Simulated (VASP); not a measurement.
# CdOs3 (Pm-3m) in VASP: a series of runs

CdOs3 is run at these levels: PBE; tasks: single point, relaxation of cell and atoms.

All numbers are computed with VASP 6.6.1; they aren't measurements. Logs are shortened: lines on timing, memory, paths and dates and some standing lists are left out, and cuts for length are marked.

### 1 The cell of the first run

It takes space group Pm-3m (No. 221, cubic). The conventional cell has a = 3.958 Å, b = 3.958 Å, c = 3.958 Å, α = 90.00°, β = 90.00°, γ = 90.00°. Cd (site symmetry m-3m) has 12 Os at 2.80 Å within 3.7 Å. Os (site symmetry 4/mmm) has 4 Cd at 2.80 Å and 8 Os at 2.80 Å within 3.7 Å.

### 2 Single point, PBE

INCAR

```
SYSTEM = CdOs3
PREC = Accurate
ENCUT = 520
EDIFF = 1E-6
ISMEAR = 0
SIGMA = 0.1
LREAL = .False.
LASPH = .True.
NELM = 100
ALGO = Fast
ISIF = 2
LWAVE = .False.
LCHARG = .False.
GGA = PE
NBANDS = 26
```

KPOINTS

```
Automatic mesh
0
Gamma
  12 12 12
  0 0 0
```

POSCAR

```
CdOs3
1.0
    3.9584537557      0.0000000000      0.0000000000
    0.0000000000      3.9584537557      0.0000000000
    0.0000000000      0.0000000000      3.9584537557
Cd Os
1 3
Direct
    0.0000000000      0.0000000000      0.0000000000
    0.0000000000      0.5000000000      0.5000000000
    0.5000000000      0.0000000000      0.5000000000
    0.5000000000      0.5000000000      0.0000000000
```

Potentials or basis: VASP PAW PBE potentials, release 64 (Cd, Os).

Run with:

```
cat potpaw_PBE.64/Cd/POTCAR potpaw_PBE.64/Os/POTCAR > POTCAR
mpirun -np 1 vasp_std > vasp.out
```

OUTCAR:

```text
SYSTEM = CdOs3
   PREC = Accurate
   ENCUT = 520
   EDIFF = 1E-6
   ISMEAR = 0
   LREAL = .False.
   LASPH = .True.
   NELM = 100
   ISIF = 2
   GGA = PE

 ion  position               nearest neighbor table
   1  0.000  0.000  0.000-   2 2.80   3 2.80   4 2.80   2 2.80   3 2.80   2 2.80   4 2.80   2 2.80
                             3 2.80   4 2.80   3 2.80   4 2.80
   2  0.000  0.500  0.500-   1 2.80   3 2.80   4 2.80   1 2.80   4 2.80   1 2.80   3 2.80   1 2.80
                             3 2.80   4 2.80   4 2.80   3 2.80
   3  0.500  0.000  0.500-   1 2.80   2 2.80   4 2.80   1 2.80   4 2.80   2 2.80   4 2.80   4 2.80
                             1 2.80   2 2.80   1 2.80   2 2.80
   4  0.500  0.500  0.000-   1 2.80   2 2.80   3 2.80   2 2.80   3 2.80   1 2.80   3 2.80   3 2.80
                             1 2.80   2 2.80   2 2.80   1 2.80

  LATTYP: Found a simple cubic cell.
 ALAT       =     3.9584537557

  Lattice vectors:

 A1 = (   3.9584537557,   0.0000000000,   0.0000000000)
 A2 = (   0.0000000000,   3.9584537557,   0.0000000000)
 A3 = (   0.0000000000,   0.0000000000,   3.9584537557)

Analysis of symmetry for initial positions (statically):
=====================================================================
 Subroutine PRICEL returns:
 Original cell was already a primitive cell.

 Routine SETGRP: Setting up the symmetry group for a
 simple cubic supercell.

 Subroutine GETGRP returns: Found 48 space group operations
 (whereof 48 operations were pure point group operations)
 out of a pool of 48 trial point group operations.

The static configuration has the point symmetry O_h .

Analysis of symmetry for dynamics (positions and initial velocities):
=====================================================================
 Subroutine PRICEL returns:
 Original cell was already a primitive cell.

 Routine SETGRP: Setting up the symmetry group for a
 simple cubic supercell.

 Subroutine GETGRP returns: Found 48 space group operations
 (whereof 48 operations were pure point group operations)
 out of a pool of 48 trial point group operations.

The dynamic configuration has the point symmetry O_h .

 Subroutine INISYM returns: Found 48 space group operations
 (whereof 48 operations are pure point group operations),
 and found     1 'primitive' translations

----------------------------------------------------------------------------------------

                                     Primitive cell

  volume of cell :      62.0264

  direct lattice vectors                    reciprocal lattice vectors
     3.958453756  0.000000000  0.000000000     0.252623893  0.000000000  0.000000000
     0.000000000  3.958453756  0.000000000     0.000000000  0.252623893  0.000000000
     0.000000000  0.000000000  3.958453756     0.000000000  0.000000000  0.252623893

  length of vectors
     3.958453756  3.958453756  3.958453756     0.252623893  0.252623893  0.252623893

  position of ions in fractional coordinates (direct lattice)
     0.000000000  0.000000000  0.000000000
     0.000000000  0.500000000  0.500000000
     0.500000000  0.000000000  0.500000000
     0.500000000  0.500000000  0.000000000

  ion indices of the primitive-cell ions
   primitive index   ion index
                 1           1
                 2           2
                 3           3
                 4           4

----------------------------------------------------------------------------------------

 KPOINTS: Automatic mesh

Automatic generation of k-mesh.
 Grid dimensions read from file:
 generate k-points for:   12   12   12

 Generating k-lattice:

  Cartesian coordinates                     Fractional coordinates (reciprocal lattice)
     0.021051991  0.000000000  0.000000000     0.083333333  0.000000000  0.000000000
     0.000000000  0.021051991  0.000000000     0.000000000  0.083333333  0.000000000
     0.000000000  0.000000000  0.021051991     0.000000000  0.000000000  0.083333333

  Length of vectors
     0.021051991  0.021051991  0.021051991

  Shift w.r.t. Gamma in fractional coordinates (k-lattice)
     0.000000000  0.000000000  0.000000000

 Subroutine IBZKPT returns following result:
 ===========================================

 Found     84 irreducible k-points:

 Following reciprocal coordinates:
            Coordinates               Weight
  0.000000  0.000000  0.000000      1.000000
  0.083333  0.000000  0.000000      6.000000
  0.166667  0.000000  0.000000      6.000000
  0.250000  0.000000  0.000000      6.000000
  0.333333  0.000000  0.000000      6.000000
  0.416667  0.000000  0.000000      6.000000
[... 16 lines left out ...]
  0.333333  0.333333  0.000000     12.000000
  0.416667  0.333333  0.000000     24.000000
 [... further k-points ...]
   k-points           NKPTS =     84   k-points in BZ     NKDIM =     84   number of bands    NBANDS=     26
   number of dos      NEDOS =    301   number of ions     NIONS =      4
   total plane-waves  NPLWV =  27000
   dimension x,y,z NGX =    30 NGY =   30 NGZ =   30
   dimension x,y,z NGXF=    60 NGYF=   60 NGZF=   60
   ions per type =               1   3
   NGX,Y,Z   is equivalent  to a cutoff of  12.60, 12.60, 12.60 a.u.
   NGXF,Y,Z  is equivalent  to a cutoff of  25.20, 25.20, 25.20 a.u.
 SYSTEM =  CdOs3
   PREC   = accura    normal or accurate (medium, high low for compatibility)
   ISTART =      0    job   : 0-new  1-cont  2-samecut
   ICHARG =      2    charge: 1-file 2-atom 10-const
   ISPIN  =      1    spin polarized calculation?
   LNONCOLLINEAR =      F non collinear calculations
   LSORBIT =      F    spin-orbit coupling
   LASPH  =      T    aspherical Exc in radial PAW
   ENCUT  =  520.0 eV  38.22 Ry    6.18 a.u.   7.36  7.36  7.36*2*pi/ulx,y,z
   NELM   =    100;   NELMIN=  2; NELMDL= -5     # of ELM steps
   EDIFF  = 0.1E-05   stopping-criterion for ELM
   LREAL  =      F    real-space projection
   EDIFFG = 0.1E-04   stopping-criterion for IOM
   NSW    =      0    number of steps for IOM
   IBRION =     -1    ionic relax: 0-MD 1-quasi-New 2-CG
   NFREE  =      0    steps in history (QN), initial steepest desc. (CG)
   ISIF   =      2    stress and relaxation
   ISYM   =      2    0-nonsym 1-usesym 2-fastsym
   POTIM  = 0.5000    time-step for ionic-motion
   TEBEG  =    0.0;   TEEND  =   0.0 temperature during run
   PSTRESS=    0.0 pullay stress
   NELECT =      36.0000    total number of electrons
   NUPDOWN=      -1.0000    fix difference up-down
   EMIN   =  10.00;   EMAX   =-10.00  energy-range for DOS
   EFERMI =   0.00;   METHOD = LEGACY
   ISMEAR =     0;   SIGMA  =   0.10  broadening in eV -4-tet -1-fermi 0-gaus
   EFERMI_NEDOS =   21; number of points for ismear=-14 and -15
   IALGO  =     68    algorithm
   IMIX   =      4    mixing-type and parameters
     AMIX     =   0.40;   BMIX     =  1.00
     AMIX_MAG =   1.60;   BMIX_MAG =  1.00
  volume/ion in A,a.u.               =      15.51       104.64
  Fermi-wavevector in a.u.,A,eV,Ry     =   1.365579  2.580570 25.372217  1.864805
  Thomas-Fermi vector in A             =   2.491795
   LORBIT       =      0    0 simple, 1 ext, 2 COOP (PROOUT), +10 PAW based schemes
   GGA     = PE    functional components
   LHFCALC =     F    Hartree Fock is set to
   AEXX    =    0.0000 exact exchange contribution
   IVDW    =     0    specifies the selected vdW correction
   LEPSILON=     F    determine dielectric tensor
   LRPA    =     F    only Hartree local field effects (RPA)
 non-spin polarized calculation
 RMM-DIIS sequential band-by-band and
 Gauss-broadening in eV      SIGMA  =   0.10
  energy-cutoff  :      520.00
  volume of cell :       62.03
 maximum number of plane-waves:      1743
 NGX is ok and might be reduce to    30
   NGX = 15   NGY = 15   NGZ = 15

 number of electron      36.0000015 magnetization

 Free energy of the ion-electron system (eV)
  ---------------------------------------------------
  ext. energy  EPLUGINS =         0.00000000
  ---------------------------------------------------
  free energy    TOTEN  =       -30.86746831 eV

  energy without entropy =      -30.82654317  energy(sigma->0) =      -30.84700574

 E-fermi :   7.0809     XC(G=0): -13.3090

 val. band max:        7.0771763692   @ k =   0.2500   0.0833   0.0000
 cond. band min:       7.0868487119   @ k =   0.3333   0.2500   0.0833
 fundamental gap:      0.0096723427
 Fermi energy:         7.0809249478

 k-point     1 :       0.0000    0.0000    0.0000
  band No.  band energies     occupation
      1      -3.0421      2.00000
      2      -2.3853      2.00000
      3      -2.3853      2.00000
      4      -2.1134      2.00000
      5      -2.1134      2.00000
      6      -2.1134      2.00000
[... 18 lines left out ...]
     25      16.0347      0.00000
     26      16.6932      0.00000

 k-point     2 :       0.0833    0.0000    0.0000
  band No.  band energies     occupation
      1      -2.9504      2.00000
      2      -2.3612      2.00000
      3      -2.3541      2.00000
      4      -2.1048      2.00000
      5      -2.0924      2.00000
      6      -2.0924      2.00000
[... 18 lines left out ...]
     25      15.6985      0.00000
     26      16.6203      0.00000

 k-point     3 :       0.1667    0.0000    0.0000
  band No.  band energies     occupation
      1      -2.6835      2.00000
      2      -2.2951      2.00000
      3      -2.2619      2.00000
      4      -2.0812      2.00000
      5      -2.0336      2.00000
      6      -2.0336      2.00000
[... 572 lines left out ...]
 k-point    23 :       0.3333    0.3333    0.0000
  band No.  band energies     occupation
      1      -2.0623      2.00000
      2      -1.8932      2.00000
      3      -1.8540      2.00000
      4      -1.8190      2.00000
      5      -1.7101      2.00000
      6      -0.3504      2.00000
[... 18 lines left out ...]
     25      15.4156      0.00000
     26      15.9354      0.00000

 k-point    24 :       0.4167    0.3333    0.0000
  band No.  band energies     occupation
      1      -2.0613      2.00000
      2      -1.8652      2.00000
      3      -1.8332      2.00000
      4      -1.7870      2.00000
      5      -1.6258      2.00000
      6       0.2220      2.00000
[... 18 lines left out ...]
     25      15.8047      0.00000
     26      16.3669      0.00000

 [... further k-points ...]

------------------------ aborting loop because EDIFF is reached ----------------------------------------

  FORCE on cell =-STRESS in cart. coord.  units (eV):
  Direction    XX          YY          ZZ          XY          YZ          ZX
  --------------------------------------------------------------------------------------
  -------------------------------------------------------------------------------------
  Total        0.3115790      0.3115790      0.3115790     -0.0000000     -0.0000000     -0.0000000
  in kB        8.0482595      8.0482595      8.0482595     -0.0000000     -0.0000000     -0.0000000
  external PRESSURE =       8.0482595 kB  Pullay stress =       0.0000000 kB

 VOLUME and BASIS-vectors are now :
 -----------------------------------------------------------------------------
  energy-cutoff  :      520.00
  volume of cell :       62.03
      direct lattice vectors                 reciprocal lattice vectors
     3.958453756  0.000000000  0.000000000     0.252623893  0.000000000  0.000000000
     0.000000000  3.958453756  0.000000000     0.000000000  0.252623893  0.000000000
     0.000000000  0.000000000  3.958453756     0.000000000  0.000000000  0.252623893

 POSITION                                       TOTAL-FORCE (eV/Angst)
 -----------------------------------------------------------------------------------
      0.00000      0.00000      0.00000         0.000000      0.000000      0.000000
      0.00000      1.97923      1.97923         0.000000      0.000000      0.000000
      1.97923      0.00000      1.97923         0.000000      0.000000      0.000000
      1.97923      1.97923      0.00000         0.000000      0.000000      0.000000
 -----------------------------------------------------------------------------------
    total drift:                                0.000000      0.000000     -0.000000

  FREE ENERGIE OF THE ION-ELECTRON SYSTEM (eV)
  ---------------------------------------------------
  free  energy   TOTEN  =       -30.8674683104 eV

  energy  without entropy=      -30.8265431661  energy(sigma->0) =      -30.84700574
```

Wall time 50 s (1 thread of Intel Xeon 6975P-C (Granite Rapids), shared host); peak memory 0.25 GiB.

What came out:

| Property | Result |
| --- | --- |
| Free energy | -30.8675 eV |
| Pressure | 0.8 GPa |
| Band gap on the k mesh | zero (bands 18 and 19 overlap by 1.89 eV) |

Caveat: spin-orbit coupling is left out, which moves the levels of the heavy elements.

### 3 Relaxation of cell and atoms, PBE

This run uses another cell than the first one, of 15.59 Å³/atom.

INCAR

```
PREC = Accurate
ENCUT = 600
EDIFF = 1E-7
ISMEAR = 0
SIGMA = 0.1
LREAL = F
LASPH = T
NELM = 80
ALGO = Fast
ISIF = 3
LWAVE = F
LCHARG = F
GGA = PE
IBRION = 2
NSW = 100
EDIFFG = -0.01
```

KPOINTS

```
regular mesh
0
Gamma
  12 12 12
```

POSCAR

```
CdOs3
1.0
    3.9653533908      0.0000000000      0.0000000000
    0.0000000000      3.9653533908      0.0000000000
    0.0000000000      0.0000000000      3.9653533908
Cd Os
1 3
Direct
    0.0000000000      0.0000000000      0.0000000000
    0.0000000000      0.5000000000      0.5000000000
    0.5000000000      0.0000000000      0.5000000000
    0.5000000000      0.5000000000      0.0000000000
```

Potentials or basis: VASP PAW PBE potentials, release 64 (Cd, Os).

Run with:

```
cat potpaw_PBE.64/Cd/POTCAR potpaw_PBE.64/Os/POTCAR > POTCAR
mpirun -np 1 vasp_std > vasp.out
```

It took 1.7 min on 1 thread of Intel Xeon 6975P-C (Granite Rapids), shared host; peak memory 0.28 GiB.

It converged, with:

```yaml
Free_energy: -30.8703 eV
Relaxed_volume: 15.56 Å³/atom
Relaxed_cell: a = 3.963 Å, b = 3.963 Å, c = 3.963 Å, α = 90.00°, β = 90.00°, γ = 90.00°
Space_group_after_relaxing_to_0.1_Å: Pm-3m (No. 221)
Energy_gained_by_relaxing: 0.1 meV/atom
Ionic_steps: 3
Pressure_after_relaxing: 0.0 GPa
Band_gap_on_the_k_mesh: zero (bands 18 and 19 overlap by 1.89 eV)
```

The path:
```
step  energy change (eV)  largest force (eV/Å)  pressure (GPa)  volume (Å³)
   1              0.0000                0.0000           -0.53        62.35
   2              0.0013                0.0000            1.47        61.89
   3             -0.0002                0.0000            0.02        62.22
```

Final structure:
```xyz
4
Lattice="3.9626 0.0000 0.0000 0.0000 3.9626 0.0000 0.0000 0.0000 3.9626" Properties=species:S:1:pos:R:3 pbc="T T T"
Cd    0.0000    0.0000    0.0000
Os    0.0000    1.9813    1.9813
Os    1.9813    0.0000    1.9813
Os    1.9813    1.9813    0.0000
```

Levels at points of the mesh, in eV from the Fermi level:
```csv
k point,band 16,band 17,band 18,band 19,band 20,band 21
"(0.00, 0.00, 0.00)",1.01,1.01,1.30,1.30,1.30,2.17
"(0.50, 0.00, 0.00)",-1.16,-0.76,-0.59,-0.59,-0.53,1.09
"(0.50, 0.50, 0.00)",-1.11,-1.11,-1.11,-0.09,-0.01,0.07
"(0.50, 0.50, 0.50)",-0.49,-0.49,-0.49,-0.12,0.33,0.33
```

Caveat: spin-orbit coupling is left out, which moves the levels of the heavy elements.
